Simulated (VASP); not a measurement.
A run of VASP 6.6.1 is set up as follows.

The input INCAR:

```
ALGO     = Fast           # electronic algorithm
EDIFF    = 1E-7           # SCF threshold, eV
EDIFFG   = -0.01          # ionic threshold
ENCUT    = 600            # plane-wave cutoff, eV
GGA      = PE             # functional
IBRION   = 2              # ionic algorithm
ISIF     = 3              # what is computed and relaxed
ISMEAR   = 0              # smearing method
LASPH    = T              # aspherical terms in the spheres
LCHARG   = F              # write CHGCAR
LREAL    = F              # projectors in reciprocal space
LWAVE    = F              # write WAVECAR
NELM     = 80             # most SCF steps
NSW      = 100            # ionic steps
PREC     = Accurate       # precision mode
SIGMA    = 0.1            # smearing width, eV
```

The input KPOINTS:

```
k-points
0
Gamma
  18 18 12
```

Contents of POSCAR:

```
LiBPt
1.0
    3.4937649370      0.0000000000      0.0000000000
   -1.7468824685      3.0256891903      0.0000000000
    0.0000000000      0.0000000000      4.0244732710
Li B Pt
1 1 1
Direct
    0.0000000000      0.0000000000      0.0000000000
    0.6666666667      0.3333333333      0.5000000000
    0.3333333333      0.6666666667      0.5000000000
```

Potentials or basis: VASP PAW PBE potentials, release 64 (Li_sv, B, Pt).

Launch:

```console
$ cat potpaw_PBE.64/Li_sv/POTCAR potpaw_PBE.64/B/POTCAR potpaw_PBE.64/Pt/POTCAR > POTCAR
$ mpirun -np 1 vasp_std > vasp.out
```

Task: Estimate the relaxed cell.

Result: a = 3.516 Å, b = 3.516 Å, c = 3.909 Å, α = 90.00°, β = 90.00°, γ = 120.00°.

Task: Estimate the space group after relaxing (to 0.1 Å).

Result: P-6m2 (No. 187).

Task: Predict the relaxed volume.

Result: 13.95 Å³/atom.

Step by step:
| step | energy change (eV) | largest force (eV/Å) | pressure (GPa) | volume (Å³) |
| --- | --- | --- | --- | --- |
| 1 | 0.0000 | 0.0000 | 0.77 | 42.54 |
| 2 | -0.0022 | 0.0000 | -1.22 | 42.96 |
| 3 | -0.0027 | 0.0000 | -0.64 | 42.84 |
| 4 | -0.0043 | 0.0000 | -0.47 | 42.60 |
| 5 | -0.0064 | 0.0000 | 0.08 | 41.89 |
| 6 | -0.0064 | 0.0000 | 0.15 | 41.82 |
| 7 | -0.0064 | 0.0000 | -0.24 | 41.88 |
| 8 | -0.0065 | 0.0000 | -0.01 | 41.84 |

Caveat: the cutoff is under 1.25 times the usual one of these potentials, so pressure, stress and relaxed cells hold a basis-set (Pulay) error.
